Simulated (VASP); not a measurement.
# Ta6Si in VASP: relaxation of the atoms with PBE

Aim: the relaxation of the atoms of Ta6Si with PBE.

Program: VASP 6.6.1. These are calculated values, not measurements. Logs are shortened: lines on timing, memory, paths and dates and some standing lists are left out, and cuts for length are marked.

**1. The cell of the first run**

The cell holds a slab with vacuum, 7 atoms: a = 4.694 Å, b = 4.694 Å, c = 19.988 Å, α = 90.00°, β = 90.00°, γ = 120.00°.

**2. Relaxation of the atoms, PBE**

Contents of INCAR:

```
ALGO     = Normal         # electronic algorithm
DIPOL    = 0.5 0.5 0.335
EDIFF    = 1E-6           # SCF threshold, eV
EDIFFG   = -0.025         # ionic threshold
ENCUT    = 520            # plane-wave cutoff, eV
GGA      = PE             # functional
IBRION   = 2              # ionic algorithm
IDIPOL   = 3            
ISIF     = 2              # what is computed and relaxed
ISMEAR   = 0              # smearing method
LASPH    = T              # aspherical terms in the spheres
LCHARG   = F              # write CHGCAR
LDIPOL   = T            
LREAL    = F              # projectors in reciprocal space
LWAVE    = F              # write WAVECAR
NELM     = 100            # most SCF steps
NSW      = 36             # ionic steps
PREC     = Accurate       # precision mode
SIGMA    = 0.1            # smearing width, eV
```

Contents of KPOINTS:

```
k-points
0
Gamma
  6 6 1
```

Contents of POSCAR:

```
Ta6Si
1.0
    4.6937283334      0.0000000000      0.0000000000
   -2.3468641667      4.0648879751      0.0000000000
    0.0000000000      0.0000000000     19.9881921067
Ta Si
6 1
Selective dynamics
Direct
    0.6666666667      0.3333333333      0.2001181487  F F F
    0.3333333333      0.6666666667      0.2480516125  F F F
    0.0000000000      0.0000000000      0.2959850764  F F F
    0.6666666667      0.3333333333      0.3401842440  F F F
    0.3333333333      0.6666666667      0.3819724415  F F F
    0.0000000000      0.0000000000      0.4246603225  F F F
    0.6666666667      0.3333333333      0.4566792263  F F T
```

Potentials or basis: VASP PAW PBE potentials, release 64 (Ta_pv, Si).

Started as:

```
$ cat potpaw_PBE.64/Ta_pv/POTCAR potpaw_PBE.64/Si/POTCAR > POTCAR
$ mpirun -np 1 vasp_std > vasp.out
```

OUTCAR:

```text
EDIFF = 1E-6
   EDIFFG = -0.025
   ENCUT = 520
   GGA = PE
   IBRION = 2
   ISIF = 2
   ISMEAR = 0
   LASPH = T
   LREAL = F
   NELM = 100
   NSW = 36
   PREC = Accurate

 ion  position               nearest neighbor table
   1  0.667  0.333  0.200-   4 2.80   2 2.87   2 2.87   2 2.87   3 3.32   3 3.32   3 3.32
   2  0.333  0.667  0.248-   5 2.68   1 2.87   1 2.87   3 2.87   1 2.87   3 2.87   3 2.87   4 3.28
                             4 3.28   4 3.28
   3  0.000  0.000  0.296-   6 2.57   4 2.85   4 2.85   4 2.85   2 2.87   2 2.87   2 2.87   5 3.21
                             5 3.21   5 3.21   1 3.32   1 3.32   1 3.32
   4  0.667  0.333  0.340-   7 2.33   1 2.80   5 2.84   5 2.84   5 2.84   3 2.85   3 2.85   3 2.85
                             6 3.19   6 3.19   6 3.19   2 3.28   2 3.28   2 3.28
   5  0.333  0.667  0.382-   2 2.68   4 2.84   4 2.84   4 2.84   6 2.84   6 2.84   6 2.84   7 3.09
                             7 3.09   7 3.09   3 3.21   3 3.21   3 3.21
   6  0.000  0.000  0.425-   3 2.57   7 2.78   7 2.78   7 2.78   5 2.84   5 2.84   5 2.84   4 3.19
                             4 3.19   4 3.19
   7  0.667  0.333  0.457-   4 2.33   6 2.78   6 2.78   6 2.78   5 3.09   5 3.09   5 3.09

  LATTYP: Found a hexagonal cell.
 ALAT       =     4.6937283334
 C/A-ratio  =     4.2584893473

  Lattice vectors:

 A1 = (   4.6937283334,   0.0000000000,   0.0000000000)
 A2 = (  -2.3468641667,   4.0648879751,   0.0000000000)
 A3 = (   0.0000000000,   0.0000000000,  19.9881921067)

Analysis of symmetry for initial positions (statically):
=====================================================================
 Subroutine PRICEL returns:
 Original cell was already a primitive cell.

 Routine SETGRP: Setting up the symmetry group for a
 hexagonal supercell.

 Subroutine GETGRP returns: Found  6 space group operations
 (whereof  6 operations were pure point group operations)
 out of a pool of 24 trial point group operations.

The static configuration has the point symmetry C_3v.

Analysis of symmetry for dynamics (positions and initial velocities):
=====================================================================
 Subroutine PRICEL returns:
 Original cell was already a primitive cell.

 Routine SETGRP: Setting up the symmetry group for a
 hexagonal supercell.

 Subroutine GETGRP returns: Found  6 space group operations
 (whereof  6 operations were pure point group operations)
 out of a pool of 24 trial point group operations.

The dynamic configuration has the point symmetry C_3v.

Analysis of constrained symmetry for selective dynamics:
=====================================================================
 Subroutine PRICEL returns:
 Original cell was already a primitive cell.

 Routine SETGRP: Setting up the symmetry group for a
 hexagonal supercell.

 Subroutine GETGRP returns: Found  6 space group operations
 (whereof  6 operations were pure point group operations)
 out of a pool of 24 trial point group operations.

The constrained configuration has the point symmetry C_3v.

 Subroutine INISYM returns: Found  6 space group operations
 (whereof  6 operations are pure point group operations),
 and found     1 'primitive' translations

----------------------------------------------------------------------------------------

                                     Primitive cell

  volume of cell :     381.3643

  direct lattice vectors                    reciprocal lattice vectors
     4.693728333  0.000000000  0.000000000     0.213050251  0.123004620  0.000000000
    -2.346864167  4.064887975  0.000000000     0.000000000  0.246009240  0.000000000
     0.000000000  0.000000000 19.988192107     0.000000000  0.000000000  0.050029537

  length of vectors
     4.693728333  4.693728333 19.988192107     0.246009240  0.246009240  0.050029537

  position of ions in fractional coordinates (direct lattice)
     0.666666667  0.333333333  0.200118149
     0.333333333  0.666666667  0.248051612
     0.000000000  0.000000000  0.295985076
     0.666666667  0.333333333  0.340184244
     0.333333333  0.666666667  0.381972441
     0.000000000  0.000000000  0.424660323
     0.666666667  0.333333333  0.456679226

  ion indices of the primitive-cell ions
   primitive index   ion index
                 1           1
                 2           2
                 3           3
                 4           4
                 5           5
                 6           6
                 7           7

----------------------------------------------------------------------------------------

 KPOINTS: k-points

Automatic generation of k-mesh.
 Grid dimensions read from file:
 generate k-points for:    6    6    1

 Generating k-lattice:

  Cartesian coordinates                     Fractional coordinates (reciprocal lattice)
     0.035508375  0.020500770  0.000000000     0.166666667  0.000000000  0.000000000
     0.000000000  0.041001540  0.000000000     0.000000000  0.166666667  0.000000000
     0.000000000  0.000000000  0.050029537     0.000000000  0.000000000  1.000000000

  Length of vectors
     0.041001540  0.041001540  0.050029537

  Shift w.r.t. Gamma in fractional coordinates (k-lattice)
     0.000000000  0.000000000  0.000000000

 Subroutine IBZKPT returns following result:
 ===========================================

 Found      7 irreducible k-points:

 Following reciprocal coordinates:
            Coordinates               Weight
  0.000000  0.000000  0.000000      1.000000
  0.166667 -0.000000  0.000000      6.000000
  0.333333 -0.000000  0.000000      6.000000
  0.500000  0.000000  0.000000      3.000000
  0.166667  0.166667  0.000000      6.000000
  0.333333  0.166667  0.000000     12.000000
  0.333333  0.333333  0.000000      2.000000
   k-points           NKPTS =      7   k-points in BZ     NKDIM =      7   number of bands    NBANDS=     42
   number of dos      NEDOS =    301   number of ions     NIONS =      7
   total plane-waves  NPLWV = 194400
   dimension x,y,z NGX =    36 NGY =   36 NGZ =  150
   dimension x,y,z NGXF=    72 NGYF=   72 NGZF=  300
   ions per type =               6   1
   NGX,Y,Z   is equivalent  to a cutoff of  12.75, 12.75, 12.48 a.u.
   NGXF,Y,Z  is equivalent  to a cutoff of  25.50, 25.50, 24.95 a.u.
 SYSTEM =  unknown system
   PREC   = accura    normal or accurate (medium, high low for compatibility)
   ISTART =      0    job   : 0-new  1-cont  2-samecut
   ICHARG =      2    charge: 1-file 2-atom 10-const
   ISPIN  =      1    spin polarized calculation?
   LNONCOLLINEAR =      F non collinear calculations
   LSORBIT =      F    spin-orbit coupling
   LASPH  =      T    aspherical Exc in radial PAW
   ENCUT  =  520.0 eV  38.22 Ry    6.18 a.u.   8.73  8.73 37.16*2*pi/ulx,y,z
   NELM   =    100;   NELMIN=  2; NELMDL= -5     # of ELM steps
   EDIFF  = 0.1E-05   stopping-criterion for ELM
   LREAL  =      F    real-space projection
   EDIFFG = -.3E-01   stopping-criterion for IOM
   NSW    =     36    number of steps for IOM
   IBRION =      2    ionic relax: 0-MD 1-quasi-New 2-CG
   NFREE  =      1    steps in history (QN), initial steepest desc. (CG)
   ISIF   =      2    stress and relaxation
   ISYM   =      2    0-nonsym 1-usesym 2-fastsym
   POTIM  = 0.5000    time-step for ionic-motion
   TEBEG  =    0.0;   TEEND  =   0.0 temperature during run
   PSTRESS=    0.0 pullay stress
   NELECT =      70.0000    total number of electrons
   NUPDOWN=      -1.0000    fix difference up-down
   EMIN   =  10.00;   EMAX   =-10.00  energy-range for DOS
   EFERMI =   0.00;   METHOD = LEGACY
   ISMEAR =     0;   SIGMA  =   0.10  broadening in eV -4-tet -1-fermi 0-gaus
   EFERMI_NEDOS =   21; number of points for ismear=-14 and -15
   IALGO  =     38    algorithm
   IMIX   =      4    mixing-type and parameters
     AMIX     =   0.40;   BMIX     =  1.00
     AMIX_MAG =   1.60;   BMIX_MAG =  1.00
  volume/ion in A,a.u.               =      54.48       367.65
  Fermi-wavevector in a.u.,A,eV,Ry     =   0.930381  1.758165 11.777323  0.865609
  Thomas-Fermi vector in A             =   2.056763
   LORBIT       =      0    0 simple, 1 ext, 2 COOP (PROOUT), +10 PAW based schemes
   GGA     = PE    functional components
   LHFCALC =     F    Hartree Fock is set to
   AEXX    =    0.0000 exact exchange contribution
   IVDW    =     0    specifies the selected vdW correction
   LEPSILON=     F    determine dielectric tensor
   LRPA    =     F    only Hartree local field effects (RPA)
 conjugate gradient relaxation of ions
 non-spin polarized calculation
 Gauss-broadening in eV      SIGMA  =   0.10
  energy-cutoff  :      520.00
  volume of cell :      381.36
 maximum number of plane-waves:     10285
 NGX is ok and might be reduce to    36
   NGX = 17   NGY = 17   NGZ = 75

 dipolmoment           0.000000      0.000000     -0.035858 electrons x Angstroem

--------------------------------------- Ionic step        1  -------------------------------------------

 number of electron      69.9999991 magnetization

 Free energy of the ion-electron system (eV)
  ---------------------------------------------------
  ext. energy  EPLUGINS =         0.00000000
  ---------------------------------------------------
  free energy    TOTEN  =       -70.48455076 eV

  energy without entropy =      -70.44107243  energy(sigma->0) =      -70.46281160

------------------------ aborting loop because EDIFF is reached ----------------------------------------

  FORCE on cell =-STRESS in cart. coord.  units (eV):
  Direction    XX          YY          ZZ          XY          YZ          ZX
  --------------------------------------------------------------------------------------
  -------------------------------------------------------------------------------------
  Total       -4.0843592     -4.0843592      8.1928073      0.0000000      0.0000000      0.0000000
  in kB      -17.1590985    -17.1590985     34.4193984      0.0000000      0.0000000      0.0000000
  external PRESSURE =       0.0337338 kB  Pullay stress =       0.0000000 kB
[... 110 lines left out ...]
--------------------------------------- Ionic step        4  -------------------------------------------

 number of electron      69.9999990 magnetization

 dipolmoment           0.000000      0.000000      0.171938 electrons x Angstroem

 Free energy of the ion-electron system (eV)
  ---------------------------------------------------
  ext. energy  EPLUGINS =         0.00000000
  ---------------------------------------------------
  free energy    TOTEN  =       -70.73346808 eV

  energy without entropy =      -70.68401208  energy(sigma->0) =      -70.70874008

 E-fermi :  -0.7463     XC(G=0):  -5.0691

 val. band max:       -0.7659530188   @ k =   0.3333   0.1667   0.0000
 cond. band min:      -0.7269549520   @ k =   0.1667   0.1667   0.0000
 fundamental gap:      0.0389980668
 Fermi energy:        -0.7463313053

 k-point     1 :       0.0000    0.0000    0.0000
  band No.  band energies     occupation
      1     -35.4708      2.00000
      2     -35.3351      2.00000
      3     -35.2174      2.00000
      4     -35.2174      2.00000
      5     -35.0557      2.00000
      6     -35.0557      2.00000
[... 304 lines left out ...]
     41       0.6660      0.00000
     42       0.6745      0.00000

------------------------ aborting loop because EDIFF is reached ----------------------------------------

 vacuum level on the upper side and lower side of the slab       (xc-potential included)         0.788        -0.799

  FORCE on cell =-STRESS in cart. coord.  units (eV):
  Direction    XX          YY          ZZ          XY          YZ          ZX
  --------------------------------------------------------------------------------------
  -------------------------------------------------------------------------------------
  Total       -5.0147817     -5.0147817      2.4878287      0.0000000     -0.0000000      0.0000000
  in kB      -21.0679641    -21.0679641     10.4517982      0.0000000     -0.0000000      0.0000000
  external PRESSURE =     -10.5613767 kB  Pullay stress =       0.0000000 kB
[... 22 lines left out ...]
  FREE ENERGIE OF THE ION-ELECTRON SYSTEM (eV)
  ---------------------------------------------------
  free  energy   TOTEN  =       -70.7334680834 eV

  energy  without entropy=      -70.6840120757  energy(sigma->0) =      -70.70874008

 reached required accuracy - stopping structural energy minimisation

 vacuum level on the upper side and lower side of the slab         4.240         2.610
```

It took 12 min on 1 thread of Intel Xeon Platinum 8259CL at 2.50GHz (Skylake/Cascade Lake), shared host; peak memory 0.52 GiB.

What came out:

```
Free energy               : -70.7335 eV
Energy gained by relaxing : 35.6 meV/atom
Ionic steps               : 4
Band gap on the k mesh    : zero (bands 35 and 36 overlap by 0.31 eV)
```

The path:
| step | energy change (eV) | largest force on free atoms (eV/Å) | pressure (GPa) |
| --- | --- | --- | --- |
| 1 | 0.0000 | 2.6107 | 0.00 |
| 2 | -0.2125 | 0.8745 | -0.67 |
| 3 | -0.2486 | 0.0774 | -1.09 |
| 4 | -0.2489 | 0.0092 | -1.06 |

Final structure:
```
Ta Si
1.0
     4.69373    0.00000    0.00000
    -2.34686    4.06489    0.00000
     0.00000    0.00000   19.98819
Ta Si
6 1
Direct
  0.66667 0.33333 0.20012
  0.33333 0.66667 0.24805
  0.00000 0.00000 0.29599
  0.66667 0.33333 0.34018
  0.33333 0.66667 0.38197
  0.00000 0.00000 0.42466
  0.66667 0.33333 0.46739
```

Levels at points of the mesh, in eV from the Fermi level:
| k point | band 33 | band 34 | band 35 | band 36 | band 37 | band 38 |
| --- | --- | --- | --- | --- | --- | --- |
| (0.00, 0.00, 0.00) | -0.52 | -0.52 | 0.11 | 0.20 | 0.20 | 1.20 |
| (0.50, 0.00, 0.00) | -0.63 | -0.42 | -0.08 | 0.11 | 0.28 | 0.73 |

Caveat: spin-orbit coupling is left out, which moves the levels of the heavy elements.
